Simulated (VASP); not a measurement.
**Te2Mo: single point with PBE+D4**

Crystal: Te2Mo.

```
CELL_PARAMETERS angstrom
6.33951 0.00000 0.02757
0.00000 3.47597 0.00000
-0.88800 0.00000 13.28045
ATOMIC_POSITIONS crystal
Te 0.94393 0.75000 0.60673
Te 0.05607 0.25000 0.39327
Te 0.90569 0.25000 0.84503
Te 0.09431 0.75000 0.15497
Te 0.41371 0.75000 0.89366
Te 0.58629 0.25000 0.10634
Te 0.43970 0.25000 0.65445
Te 0.56030 0.75000 0.34555
Mo 0.81777 0.75000 0.99232
Mo 0.18223 0.25000 0.00768
Mo 0.68021 0.25000 0.49368
Mo 0.31979 0.75000 0.50632
```

| Item | Value |
| --- | --- |
| Program | VASP 6.6.1 |
| Task | single point |
| Functional | PBE |
| Dispersion | D4 |
| Potentials or basis | VASP PAW PBE potentials, release 64 (Te, Mo_sv) |
| Cutoff | 520 eV |
| k mesh | 4 × 8 × 2 |
| Occupations | fermi-dirac, width 0.05 eV |
| Spin | no spin polarisation |
| Dipole correction | no |
| Further INCAR settings | ALGO = Normal; EDIFF = 1e-07; NBANDS = 64 |

The pressure is 0.0 GPa, the largest force is 0.015 eV/Å and the band gap on the k mesh is zero (bands 52 and 53 overlap by 0.50 eV). The dispersion energy per atom is -0.571 eV.

Forces on the atoms (eV/Å):
```
Te  -0.007  0.000  0.004
Te   0.007  0.000 -0.004
Te   0.003  0.000 -0.009
Te  -0.003  0.000  0.009
Te   0.001  0.000 -0.004
Te  -0.001  0.000  0.004
Te   0.005  0.000  0.011
Te  -0.005  0.000 -0.011
Mo  -0.011  0.000  0.005
Mo   0.011  0.000 -0.005
Mo   0.015  0.000  0.003
Mo  -0.015  0.000 -0.003
```

Levels at points of the mesh, in eV from the Fermi level:
| k point | band 48 | band 49 | band 50 | band 51 | band 52 | band 53 | band 54 | band 55 | band 56 | band 57 |
| --- | --- | --- | --- | --- | --- | --- | --- | --- | --- | --- |
| (0.00, 0.00, 0.00) | -0.50 | -0.39 | -0.28 | 0.04 | 0.37 | 0.38 | 0.68 | 0.73 | 0.88 | 0.96 |
| (0.50, 0.00, 0.00) | -1.04 | -0.98 | -0.95 | -0.51 | -0.45 | -0.13 | -0.09 | 0.75 | 0.76 | 1.41 |
| (0.00, 0.50, 0.00) | -1.83 | -1.66 | -1.66 | -1.43 | -1.43 | 0.92 | 0.92 | 1.10 | 1.10 | 1.14 |
| (0.50, 0.50, 0.00) | -1.93 | -1.16 | -1.16 | -1.07 | -1.07 | 0.92 | 0.92 | 1.00 | 1.00 | 1.66 |
| (0.00, 0.00, 0.50) | -0.74 | -0.16 | -0.15 | 0.12 | 0.20 | 0.39 | 0.50 | 0.78 | 0.84 | 1.41 |
| (0.50, 0.00, 0.50) | -1.03 | -0.99 | -0.96 | -0.59 | -0.31 | -0.04 | -0.03 | 0.68 | 0.80 | 1.27 |
| (0.00, 0.50, 0.50) | -1.86 | -1.63 | -1.63 | -1.53 | -1.53 | 0.88 | 0.88 | 1.10 | 1.10 | 1.18 |
| (0.50, 0.50, 0.50) | -1.92 | -1.16 | -1.16 | -1.06 | -1.06 | 0.95 | 0.95 | 0.96 | 0.96 | 1.57 |

It took 31 min on 1 thread of Intel Xeon 8259CL (shared host), peak memory 0.62 GiB.

Caveat: spin-orbit coupling is left out, which moves the levels of the heavy elements.
